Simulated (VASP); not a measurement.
**HfO2: single point with PBE**

The system is HfO2.

```
Hf O
1.0
     3.43523    0.00000    0.00000
     0.00000    3.43523    0.00000
     0.00000    0.00000    4.99338
Hf O
2 4
Direct
  0.50000 0.50000 0.50000
  0.00000 0.00000 0.00000
  0.00000 0.50000 0.69721
  0.50000 0.00000 0.80279
  0.50000 0.00000 0.30279
  0.00000 0.50000 0.19721
```

```
Program             : VASP 6.6.1
Task                : single point
Functional          : PBE
Potentials or basis : VASP PAW PBE potentials, release 64 (Hf_pv, O)
Cutoff              : 520 eV
k mesh              : 6 × 6 × 4
Occupations         : gaussian, width 0.01 eV
Spin                : no spin polarisation
```

| Item | Value |
| --- | --- |
| Pressure | 42.1 GPa |
| Largest force | 0.803 eV/Å |
| Band gap on the k mesh | 5.07 eV, indirect (least direct gap 5.20 eV) |

Forces in eV/Å, atoms in the order of the input:
```
Hf   0.000  0.000  0.000
Hf   0.000  0.000  0.000
O    0.000  0.000  0.803
O    0.000  0.000 -0.803
O    0.000  0.000 -0.803
O    0.000  0.000  0.803
```

Stress tensor (GPa, compression positive):
```
43.90  0.00  0.00
 0.00 43.90  0.00
 0.00  0.00 38.52
```

Levels at points of the mesh, in eV from the valence-band top:
```tsv
k point	band 20	band 21	band 22	band 23	band 24	band 25
(0.00, 0.00, 0.00)	-0.16	-0.16	-0.13	5.07	5.13	6.59
(0.50, 0.00, 0.00)	-1.57	-0.13	-0.13	5.55	5.55	6.79
(0.50, 0.50, 0.00)	-0.92	-0.56	-0.56	6.29	6.29	6.77
(0.00, 0.00, 0.50)	-0.50	-0.06	-0.06	5.84	5.84	6.31
(0.50, 0.00, 0.50)	-1.47	-1.03	-1.03	5.70	5.70	6.12
(0.50, 0.50, 0.50)	-1.56	-0.06	-0.06	6.58	6.58	6.91
```

Run time: 27 s on 1 thread of Intel(R) Xeon(R) 6975P-C (Granite Rapids), on a shared host, peak memory 0.2 GiB.

Caveat: spin-orbit coupling is left out, which moves the levels of the heavy elements. Expect the measured gap to be larger: semilocal functionals such as PBE lack the derivative discontinuity.
